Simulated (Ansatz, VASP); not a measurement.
# Two plane-wave programs on Sn3Se

```
CELL_PARAMETERS angstrom
4.65961 0.00000 0.00000
0.00000 4.65961 0.00000
0.00000 0.00000 4.65961
ATOMIC_POSITIONS crystal
Sn 0.00000 0.50000 0.50000
Sn 0.50000 0.00000 0.50000
Sn 0.50000 0.50000 0.00000
Se 0.00000 0.00000 0.00000
```

Alike in both runs: task single point; functional PBEsol; k mesh 10 × 10 × 10; occupations gaussian, width 0.15 eV; no spin polarisation.

```csv
,VASP,Ansatz
version,VASP 6.6.1,Ansatz 0.2.0
potentials or method,"VASP PAW PBE potentials, release 64 (Sn_d, Se), cutoff 520 eV","scalar-relativistic, plane waves, PAW"
valence electrons in the cell,48,58
```

VASP gave:

```
gap on the k mesh at the Fermi level (eV) : none
pressure (GPa)                            : -0.1
```

Question: Which values does Ansatz return?

Answer: gap on the k mesh at the Fermi level (eV): none; pressure (GPa): 0.0.

VASP's potentials were made for PBE, not for PBEsol. A gap of «none» marks a metal or a gap that the smearing closes. VASP's potentials hold 48 valence electrons a cell and Ansatz's 58, so a difference there can come from the potentials and not from the codes.
